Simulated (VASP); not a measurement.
# Al2O3 (R-3c) in VASP: relaxation of cell and atoms with PBE

Aim: the relaxation of cell and atoms of Al2O3 with PBE.

All numbers are computed with VASP 6.6.1; they aren't measurements. Logs are shortened: lines on timing, memory, paths and dates and some standing lists are left out, and cuts for length are marked.

## 1. The cell of the first run

Symmetry: R-3c, No. 167, trigonal system. The conventional cell has a = 4.758 Å, b = 4.758 Å, c = 12.990 Å, α = 90.00°, β = 90.00°, γ = 120.00°. Al (site symmetry 3) has 6 O at 1.85 to 1.97 Å within 2.5 Å. Within 2.9 Å of O (site symmetry 2) lie 4 Al at 1.85 to 1.97 Å and 12 O at 2.52 to 2.87 Å.

## 2. Relaxation of cell and atoms, PBE

INCAR

```
ALGO = Normal
EDIFF = 1E-6
EDIFFG = -0.002
ENCUT = 600
GGA = PE
IBRION = 2
ISIF = 3
ISMEAR = 0
LASPH = True
LCHARG = False
LREAL = False
LWAVE = False
NELM = 60
NSW = 100
PREC = Accurate
SIGMA = 0.02
```

KPOINTS

```
k-points
0
Gamma
  6 6 6
```

POSCAR

```
Al2O3
1.0
    2.3790760000      1.3735601700      4.3299000000
   -2.3790760000      1.3735601700      4.3299000000
    0.0000000000     -2.7471203400      4.3299000000
Al O
4 6
Direct
    0.3522900000      0.3522900000      0.3522900000
    0.1477100000      0.1477100000      0.1477100000
    0.6477100000      0.6477100000      0.6477100000
    0.8522900000      0.8522900000      0.8522900000
    0.5562100000      0.9437900000      0.2500000000
    0.2500000000      0.5562100000      0.9437900000
    0.9437900000      0.2500000000      0.5562100000
    0.4437900000      0.0562100000      0.7500000000
    0.7500000000      0.4437900000      0.0562100000
    0.0562100000      0.7500000000      0.4437900000
```

Potentials or basis: VASP PAW PBE potentials, release 64 (Al, O).

The run is started by

```
> cat potpaw_PBE.64/Al/POTCAR potpaw_PBE.64/O/POTCAR > POTCAR
> mpirun -np 1 vasp_std > vasp.out
```

OUTCAR:

```text
EDIFF = 1E-6
   EDIFFG = -0.002
   ENCUT = 600
   GGA = PE
   IBRION = 2
   ISIF = 3
   ISMEAR = 0
   LASPH = True
   LREAL = False
   NELM = 60
   NSW = 100
   PREC = Accurate

 ion  position               nearest neighbor table
   1  0.352  0.352  0.352-  10 1.85   8 1.85   9 1.85   5 1.97   6 1.97   7 1.97   2 2.66   3 2.79
                             3 2.79   3 2.79   2 3.22   2 3.22   2 3.22
   2  0.148  0.148  0.148-   9 1.85   8 1.85  10 1.85   5 1.97   7 1.97   6 1.97   1 2.66   4 2.79
                             4 2.79   4 2.79   1 3.22   1 3.22   1 3.22
   3  0.648  0.648  0.648-   7 1.85   5 1.85   6 1.85   8 1.97   9 1.97  10 1.97   4 2.66   1 2.79
                             1 2.79   1 2.79   4 3.22   4 3.22   4 3.22
   4  0.852  0.852  0.852-   6 1.85   5 1.85   7 1.85   8 1.97  10 1.97   9 1.97   3 2.66   2 2.79
                             2 2.79   2 2.79   3 3.22   3 3.22   3 3.22
   5  0.556  0.944  0.250-   3 1.85   4 1.85   1 1.97   2 1.97
   6  0.250  0.556  0.944-   4 1.85   3 1.85   1 1.97   2 1.97
   7  0.944  0.250  0.556-   3 1.85   4 1.85   2 1.97   1 1.97
   8  0.444  0.056  0.750-   1 1.85   2 1.85   3 1.97   4 1.97
   9  0.750  0.444  0.056-   2 1.85   1 1.85   3 1.97   4 1.97
  10  0.056  0.750  0.444-   1 1.85   2 1.85   4 1.97   3 1.97

  LATTYP: Found a trigonal (rhomboedric) cell.
 ALAT       =     5.1278362069
 COS(alpha) =     0.5694948623

  Lattice vectors:

 A1 = (   2.3790760000,   1.3735601700,   4.3299000000)
 A2 = (  -2.3790760000,   1.3735601700,   4.3299000000)
 A3 = (   0.0000000000,  -2.7471203400,   4.3299000000)

Analysis of symmetry for initial positions (statically):
=====================================================================
 Subroutine PRICEL returns:
 Original cell was already a primitive cell.

 Routine SETGRP: Setting up the symmetry group for a
 trigonal (rhombohedral) supercell.

 Subroutine GETGRP returns: Found 12 space group operations
 (whereof  6 operations were pure point group operations)
 out of a pool of 12 trial point group operations.

The static configuration has the point symmetry S_6 .
 The point group associated with its full space group is D_3d.

Analysis of symmetry for dynamics (positions and initial velocities):
=====================================================================
 Subroutine PRICEL returns:
 Original cell was already a primitive cell.

 Routine SETGRP: Setting up the symmetry group for a
 trigonal (rhombohedral) supercell.

 Subroutine GETGRP returns: Found 12 space group operations
 (whereof  6 operations were pure point group operations)
 out of a pool of 12 trial point group operations.

The dynamic configuration has the point symmetry S_6 .
 The point group associated with its full space group is D_3d.

 Subroutine INISYM returns: Found 12 space group operations
 (whereof  6 operations are pure point group operations),
 and found     1 'primitive' translations

----------------------------------------------------------------------------------------

                                     Primitive cell

  volume of cell :      84.8956

  direct lattice vectors                    reciprocal lattice vectors
     2.379076000  1.373560170  4.329900000     0.210165627  0.121339181  0.076984072
    -2.379076000  1.373560170  4.329900000    -0.210165627  0.121339181  0.076984072
     0.000000000 -2.747120340  4.329900000     0.000000000 -0.242678363  0.076984072

  length of vectors
     5.127836207  5.127836207  5.127836208     0.254596416  0.254596416  0.254596416

  position of ions in fractional coordinates (direct lattice)
     0.352290000  0.352290000  0.352290000
     0.147710000  0.147710000  0.147710000
     0.647710000  0.647710000  0.647710000
     0.852290000  0.852290000  0.852290000
     0.556210000  0.943790000  0.250000000
     0.250000000  0.556210000  0.943790000
     0.943790000  0.250000000  0.556210000
     0.443790000  0.056210000  0.750000000
     0.750000000  0.443790000  0.056210000
     0.056210000  0.750000000  0.443790000

  ion indices of the primitive-cell ions
   primitive index   ion index
                 1           1
                 2           2
                 3           3
                 4           4
                 5           5
                 6           6
                 7           7
                 8           8
                 9           9
                10          10

----------------------------------------------------------------------------------------

 KPOINTS: k-points

Automatic generation of k-mesh.
 Grid dimensions read from file:
 generate k-points for:    6    6    6

 Generating k-lattice:

  Cartesian coordinates                     Fractional coordinates (reciprocal lattice)
     0.035027605  0.020223197  0.012830679     0.166666667  0.000000000  0.000000000
    -0.035027605  0.020223197  0.012830679     0.000000000  0.166666667  0.000000000
     0.000000000 -0.040446394  0.012830679     0.000000000  0.000000000  0.166666667

  Length of vectors
     0.042432736  0.042432736  0.042432736

  Shift w.r.t. Gamma in fractional coordinates (k-lattice)
     0.000000000  0.000000000  0.000000000

 Subroutine IBZKPT returns following result:
 ===========================================

 Found     32 irreducible k-points:

 Following reciprocal coordinates:
            Coordinates               Weight
  0.000000  0.000000  0.000000      1.000000
  0.166667  0.000000  0.000000      6.000000
  0.333333  0.000000  0.000000      6.000000
  0.500000  0.000000 -0.000000      3.000000
  0.166667  0.166667  0.000000      6.000000
  0.333333  0.166667  0.000000     12.000000
[... 16 lines left out ...]
  0.500000  0.500000  0.166667      6.000000
 -0.333333  0.500000  0.166667     12.000000
 [... further k-points ...]
   k-points           NKPTS =     32   k-points in BZ     NKDIM =     32   number of bands    NBANDS=     30
   number of dos      NEDOS =    301   number of ions     NIONS =     10
   total plane-waves  NPLWV =  74088
   dimension x,y,z NGX =    42 NGY =   42 NGZ =   42
   dimension x,y,z NGXF=    84 NGYF=   84 NGZF=   84
   ions per type =               4   6
   NGX,Y,Z   is equivalent  to a cutoff of  13.62, 13.62, 13.62 a.u.
   NGXF,Y,Z  is equivalent  to a cutoff of  27.23, 27.23, 27.23 a.u.
 SYSTEM =  unknown system
   PREC   = accura    normal or accurate (medium, high low for compatibility)
   ISTART =      0    job   : 0-new  1-cont  2-samecut
   ICHARG =      2    charge: 1-file 2-atom 10-const
   ISPIN  =      1    spin polarized calculation?
   LNONCOLLINEAR =      F non collinear calculations
   LSORBIT =      F    spin-orbit coupling
   LASPH  =      T    aspherical Exc in radial PAW
   ENCUT  =  600.0 eV  44.10 Ry    6.64 a.u.  10.24 10.24 10.24*2*pi/ulx,y,z
   NELM   =     60;   NELMIN=  2; NELMDL= -5     # of ELM steps
   EDIFF  = 0.1E-05   stopping-criterion for ELM
   LREAL  =      F    real-space projection
   EDIFFG = -.2E-02   stopping-criterion for IOM
   NSW    =    100    number of steps for IOM
   IBRION =      2    ionic relax: 0-MD 1-quasi-New 2-CG
   NFREE  =      1    steps in history (QN), initial steepest desc. (CG)
   ISIF   =      3    stress and relaxation
   ISYM   =      2    0-nonsym 1-usesym 2-fastsym
   POTIM  = 0.5000    time-step for ionic-motion
   TEBEG  =    0.0;   TEEND  =   0.0 temperature during run
   PSTRESS=    0.0 pullay stress
   NELECT =      48.0000    total number of electrons
   NUPDOWN=      -1.0000    fix difference up-down
   EMIN   =  10.00;   EMAX   =-10.00  energy-range for DOS
   EFERMI =   0.00;   METHOD = LEGACY
   ISMEAR =     0;   SIGMA  =   0.02  broadening in eV -4-tet -1-fermi 0-gaus
   EFERMI_NEDOS =   21; number of points for ismear=-14 and -15
   IALGO  =     38    algorithm
   IMIX   =      4    mixing-type and parameters
     AMIX     =   0.40;   BMIX     =  1.00
     AMIX_MAG =   1.60;   BMIX_MAG =  1.00
  volume/ion in A,a.u.               =       8.49        57.29
  Fermi-wavevector in a.u.,A,eV,Ry     =   1.353714  2.558148 24.933236  1.832541
  Thomas-Fermi vector in A             =   2.480946
   LORBIT       =      0    0 simple, 1 ext, 2 COOP (PROOUT), +10 PAW based schemes
   GGA     = PE    functional components
   LHFCALC =     F    Hartree Fock is set to
   AEXX    =    0.0000 exact exchange contribution
   IVDW    =     0    specifies the selected vdW correction
   LEPSILON=     F    determine dielectric tensor
   LRPA    =     F    only Hartree local field effects (RPA)
 conjugate gradient relaxation of ions
 non-spin polarized calculation
 Gauss-broadening in eV      SIGMA  =   0.02
  energy-cutoff  :      600.00
  volume of cell :       84.90
 maximum number of plane-waves:      2873
 NGX is ok and might be reduce to    42
   NGX = 21   NGY = 21   NGZ = 21

--------------------------------------- Ionic step        1  -------------------------------------------

 number of electron      48.0000002 magnetization

 Free energy of the ion-electron system (eV)
  ---------------------------------------------------
  ext. energy  EPLUGINS =         0.00000000
  ---------------------------------------------------
  free energy    TOTEN  =       -74.76728280 eV

  energy without entropy =      -74.76728280  energy(sigma->0) =      -74.76728280

------------------------ aborting loop because EDIFF is reached ----------------------------------------

  FORCE on cell =-STRESS in cart. coord.  units (eV):
  Direction    XX          YY          ZZ          XY          YZ          ZX
  --------------------------------------------------------------------------------------
  -------------------------------------------------------------------------------------
  Total        4.0051664      4.0051664      3.5342920      0.0000000      0.0000000      0.0000000
  in kB       75.5868116     75.5868117     66.7003157      0.0000000      0.0000000      0.0000000
  external PRESSURE =      72.6246463 kB  Pullay stress =       0.0000000 kB
[... 293 lines left out ...]
  energy  without entropy=      -74.8236614162  energy(sigma->0) =      -74.82366142

--------------------------------------- Ionic step        8  -------------------------------------------

 number of electron      47.9999999 magnetization

 Free energy of the ion-electron system (eV)
  ---------------------------------------------------
  ext. energy  EPLUGINS =         0.00000000
  ---------------------------------------------------
  free energy    TOTEN  =       -74.82366827 eV

  energy without entropy =      -74.82366827  energy(sigma->0) =      -74.82366827

 E-fermi :   5.9245     XC(G=0): -11.5469

 val. band max:        5.8194944557   @ k =   0.0000   0.0000   0.0000
 cond. band min:      11.6882822972   @ k =   0.0000   0.0000   0.0000
 fundamental gap:      5.8687878415
 Fermi energy:         5.9244572888

 k-point     1 :       0.0000    0.0000    0.0000
  band No.  band energies     occupation
      1     -13.2079      2.00000
      2     -10.9799      2.00000
      3     -10.7173      2.00000
      4     -10.7173      2.00000
      5     -10.4102      2.00000
      6     -10.4102      2.00000
[... 781 lines left out ...]
     29      16.0142      0.00000
     30      16.7716      0.00000

 [... further k-points ...]
[... 5 lines left out ...]
  --------------------------------------------------------------------------------------
  -------------------------------------------------------------------------------------
  Total       -0.0037872     -0.0037872      0.0000085      0.0000000     -0.0000000     -0.0000000
  in kB       -0.0693920     -0.0693920      0.0001557      0.0000000     -0.0000000     -0.0000000
  external PRESSURE =      -0.0462094 kB  Pullay stress =       0.0000000 kB
[... 25 lines left out ...]
  FREE ENERGIE OF THE ION-ELECTRON SYSTEM (eV)
  ---------------------------------------------------
  free  energy   TOTEN  =       -74.8236682711 eV

  energy  without entropy=      -74.8236682711  energy(sigma->0) =      -74.82366827

 reached required accuracy - stopping structural energy minimisation
```

Wall time 11 min (1 thread of Intel Xeon 8259CL, shared host); peak memory 0.3 GiB.

What came out:

* Free energy: -74.8237 eV
* Relaxed volume: 8.74 Å³/atom
* Relaxed cell: a = 5.177 Å, b = 5.177 Å, c = 5.177 Å, α = 55.31°, β = 55.31°, γ = 55.31°
* Space group after relaxing (to 0.1 Å): R-3c (No. 167)
* Energy gained by relaxing: 5.6 meV/atom
* Ionic steps: 8
* Pressure after relaxing: 0.0 GPa
* Band gap on the k mesh: 5.87 eV

Step by step:
| step | energy change (eV) | largest force (eV/Å) | pressure (GPa) | volume (Å³) |
| --- | --- | --- | --- | --- |
| 1 | 0.0000 | 0.0488 | 7.26 | 84.90 |
| 2 | -0.0148 | 0.0542 | -5.65 | 89.71 |
| 3 | -0.0563 | 0.0193 | -0.01 | 87.44 |
| 4 | -0.0563 | 0.0185 | 0.12 | 87.39 |
| 5 | -0.0564 | 0.0033 | 0.11 | 87.40 |
| 6 | -0.0564 | 0.0034 | 0.11 | 87.40 |
| 7 | -0.0564 | 0.0005 | -0.07 | 87.47 |
| 8 | -0.0564 | 0.0016 | 0.00 | 87.44 |

Final structure:
```
Al O
1.0
     2.40308    1.38742    4.37113
    -2.40308    1.38742    4.37113
     0.00000   -2.77484    4.37113
Al O
4 6
Direct
  0.35217 0.35217 0.35217
  0.14783 0.14783 0.14783
  0.64783 0.64783 0.64783
  0.85217 0.85217 0.85217
  0.55616 0.94384 0.25000
  0.25000 0.55616 0.94384
  0.94384 0.25000 0.55616
  0.44384 0.05616 0.75000
  0.75000 0.44384 0.05616
  0.05616 0.75000 0.44384
```

Levels at points of the mesh, in eV from the valence-band top:
```tsv
k point	band 21	band 22	band 23	band 24	band 25	band 26	band 27	band 28
(0.00, 0.00, 0.00)	-0.46	-0.03	-0.03	0.00	5.87	8.92	10.39	11.29
(0.50, 0.00, 0.00)	-0.86	-0.86	-0.25	-0.25	9.15	9.15	9.36	9.36
(0.50, 0.50, 0.00)	-0.97	-0.88	-0.70	-0.23	9.37	9.50	9.63	10.15
(0.50, 0.50, 0.50)	-0.36	-0.36	-0.36	-0.36	8.37	8.37	10.86	10.86
```
